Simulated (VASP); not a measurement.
# Si (Fd-3m) in VASP: single point with PBE

Aim: the single point of Si with PBE.

All numbers are computed with VASP 6.6.1; they aren't measurements. Logs are shortened: lines on timing, memory, paths and dates and some standing lists are left out, and cuts for length are marked.

## (1) The cell of the first run

It takes space group Fd-3m (No. 227, cubic). The conventional cell has a = 5.427 Å, b = 5.427 Å, c = 5.427 Å, α = 90.00°, β = 90.00°, γ = 90.00°. Within 3.1 Å of Si (site symmetry -43m) lie 4 Si at 2.35 Å.

## (2) Single point, PBE

File INCAR:

```
PREC     = Accurate       # precision mode
ENCUT    = 500            # plane-wave cutoff, eV
EDIFF    = 1E-6           # SCF threshold, eV
ISMEAR   = 0              # smearing method
SIGMA    = 0.01           # smearing width, eV
LREAL    = False          # projectors in reciprocal space
LASPH    = True           # aspherical terms in the spheres
NELM     = 120            # most SCF steps
ALGO     = Normal         # electronic algorithm
ISIF     = 2              # what is computed and relaxed
LWAVE    = False          # write WAVECAR
LCHARG   = True           # write CHGCAR
GGA      = PE             # functional
LELF     = True           # ELF
LVHAR    = True         
NBANDS   = 11             # bands
GGA_COMPAT= False
```

File KPOINTS:

```
Automatic mesh
0
Gamma
  8 8 8
```

File POSCAR:

```
Si
1.0
    0.0000000000      2.7135600000      2.7135600000
    2.7135600000      0.0000000000      2.7135600000
    2.7135600000      2.7135600000      0.0000000000
Si
2
Direct
    0.7500000000      0.7500000000      0.7500000000
    0.5000000000      0.5000000000      0.5000000000
```

Potentials or basis: VASP PAW PBE potentials, release 64 (Si).

The run is started by

```console
$ cat potpaw_PBE.64/Si/POTCAR > POTCAR
$ mpirun -np 1 vasp_std > vasp.out
```

OUTCAR:

```text
PREC = Accurate
   ENCUT = 500
   EDIFF = 1E-6
   ISMEAR = 0
   LREAL = False
   LASPH = True
   NELM = 120
   ISIF = 2
   GGA = PE

 ion  position               nearest neighbor table
   1  0.750  0.750  0.750-   2 2.35   2 2.35   2 2.35   2 2.35
   2  0.500  0.500  0.500-   1 2.35   1 2.35   1 2.35   1 2.35

  LATTYP: Found a face centered cubic cell.
 ALAT       =     5.4271200000

  Lattice vectors:

 A1 = (   0.0000000000,   2.7135600000,   2.7135600000)
 A2 = (   2.7135600000,   0.0000000000,   2.7135600000)
 A3 = (   2.7135600000,   2.7135600000,   0.0000000000)

Analysis of symmetry for initial positions (statically):
=====================================================================
 Subroutine PRICEL returns:
 Original cell was already a primitive cell.

 Routine SETGRP: Setting up the symmetry group for a
 face centered cubic supercell.

 Subroutine GETGRP returns: Found 48 space group operations
 (whereof 24 operations were pure point group operations)
 out of a pool of 48 trial point group operations.

The static configuration has the point symmetry T_d .
 The point group associated with its full space group is O_h .

Analysis of symmetry for dynamics (positions and initial velocities):
=====================================================================
 Subroutine PRICEL returns:
 Original cell was already a primitive cell.

 Routine SETGRP: Setting up the symmetry group for a
 face centered cubic supercell.

 Subroutine GETGRP returns: Found 48 space group operations
 (whereof 24 operations were pure point group operations)
 out of a pool of 48 trial point group operations.

The dynamic configuration has the point symmetry T_d .
 The point group associated with its full space group is O_h .

 Subroutine INISYM returns: Found 48 space group operations
 (whereof 24 operations are pure point group operations),
 and found     1 'primitive' translations

----------------------------------------------------------------------------------------

                                     Primitive cell

  volume of cell :      39.9621

  direct lattice vectors                    reciprocal lattice vectors
     0.000000000  2.713560000  2.713560000    -0.184259792  0.184259792  0.184259792
     2.713560000  0.000000000  2.713560000     0.184259792 -0.184259792  0.184259792
     2.713560000  2.713560000  0.000000000     0.184259792  0.184259792 -0.184259792

  length of vectors
     3.837553354  3.837553354  3.837553354     0.319147321  0.319147321  0.319147321

  position of ions in fractional coordinates (direct lattice)
[... 88 lines left out ...]
   TEBEG  =    0.0;   TEEND  =   0.0 temperature during run
   PSTRESS=    0.0 pullay stress
   NELECT =       8.0000    total number of electrons
   NUPDOWN=      -1.0000    fix difference up-down
   EMIN   =  10.00;   EMAX   =-10.00  energy-range for DOS
   EFERMI =   0.00;   METHOD = LEGACY
   ISMEAR =     0;   SIGMA  =   0.01  broadening in eV -4-tet -1-fermi 0-gaus
   EFERMI_NEDOS =   21; number of points for ismear=-14 and -15
   IALGO  =     38    algorithm
   IMIX   =      4    mixing-type and parameters
     AMIX     =   0.40;   BMIX     =  1.00
     AMIX_MAG =   1.60;   BMIX_MAG =  1.00
  volume/ion in A,a.u.               =      19.98       134.84
  Fermi-wavevector in a.u.,A,eV,Ry     =   0.957684  1.809760 12.478691  0.917158
  Thomas-Fermi vector in A             =   2.086724
   LORBIT       =      0    0 simple, 1 ext, 2 COOP (PROOUT), +10 PAW based schemes
   GGA     = PE    functional components
   LHFCALC =     F    Hartree Fock is set to
   AEXX    =    0.0000 exact exchange contribution
   IVDW    =     0    specifies the selected vdW correction
   LEPSILON=     F    determine dielectric tensor
   LRPA    =     F    only Hartree local field effects (RPA)
 non-spin polarized calculation
 Gauss-broadening in eV      SIGMA  =   0.01
  energy-cutoff  :      500.00
  volume of cell :       39.96
 maximum number of plane-waves:      1036
   NGX = 13   NGY = 13   NGZ = 13

 number of electron       8.0000001 magnetization

 Free energy of the ion-electron system (eV)
  ---------------------------------------------------
  ext. energy  EPLUGINS =         0.00000000
  ---------------------------------------------------
  free energy    TOTEN  =       -10.83995288 eV

  energy without entropy =      -10.83995288  energy(sigma->0) =      -10.83995288

 E-fermi :   5.9027     XC(G=0):  -9.4162

 val. band max:        5.8472308078   @ k =   0.0000   0.0000   0.0000
 cond. band min:       6.4598838297   @ k =   0.3750   0.3750   0.0000
 fundamental gap:      0.6126530219
 Fermi energy:         5.9027072326

 k-point     1 :       0.0000    0.0000    0.0000
  band No.  band energies     occupation
      1      -6.1240      2.00000
      2       5.8472      2.00000
      3       5.8472      2.00000
      4       5.8472      2.00000
      5       8.4133      0.00000
      6       8.4133      0.00000
      7       8.4133      0.00000
      8       9.2440      0.00000
      9      13.5676      0.00000
     10      13.5676      0.00000
     11      13.8145      0.00000
[... 309 lines left out ...]
 k-point    24 :      -0.3750    0.2500    0.1250
  band No.  band energies     occupation
      1      -3.2481      2.00000
      2      -0.9429      2.00000
      3       2.3948      2.00000
      4       3.6864      2.00000
      5       8.9203      0.00000
      6       8.9777      0.00000
      7      11.7651      0.00000
      8      12.9690      0.00000
      9      13.2539      0.00000
     10      16.4365      0.00000
     11      17.5623      0.00000

 [... further k-points ...]

------------------------ aborting loop because EDIFF is reached ----------------------------------------

  FORCE on cell =-STRESS in cart. coord.  units (eV):
  Direction    XX          YY          ZZ          XY          YZ          ZX
  --------------------------------------------------------------------------------------
  -------------------------------------------------------------------------------------
  Total        0.5352622      0.5352622      0.5352622      0.0000000     -0.0000000      0.0000000
  in kB       21.4599577     21.4599577     21.4599577      0.0000000     -0.0000000      0.0000000
  external PRESSURE =      21.4599577 kB  Pullay stress =       0.0000000 kB

 VOLUME and BASIS-vectors are now :
 -----------------------------------------------------------------------------
  energy-cutoff  :      500.00
  volume of cell :       39.96
      direct lattice vectors                 reciprocal lattice vectors
     0.000000000  2.713560000  2.713560000    -0.184259792  0.184259792  0.184259792
     2.713560000  0.000000000  2.713560000     0.184259792 -0.184259792  0.184259792
     2.713560000  2.713560000  0.000000000     0.184259792  0.184259792 -0.184259792

 POSITION                                       TOTAL-FORCE (eV/Angst)
 -----------------------------------------------------------------------------------
      4.07034      4.07034      4.07034        -0.000000      0.000000      0.000000
      2.71356      2.71356      2.71356         0.000000     -0.000000     -0.000000
 -----------------------------------------------------------------------------------
    total drift:                                0.000000      0.000000     -0.000000

  FREE ENERGIE OF THE ION-ELECTRON SYSTEM (eV)
  ---------------------------------------------------
  free  energy   TOTEN  =       -10.8399528756 eV

  energy  without entropy=      -10.8399528756  energy(sigma->0) =      -10.83995288
```

Wall time 16 s (1 thread of Intel Xeon 8259CL, shared host); peak memory 0.15 GiB.

Results:

- Free energy: -10.8400 eV
- Pressure: 2.1 GPa
- Band gap on the k mesh: 0.61 eV, indirect (least direct gap 2.57 eV)

A k mesh can miss the band edges. A hybrid or GW would open this gap; PBE tends to underestimate it.
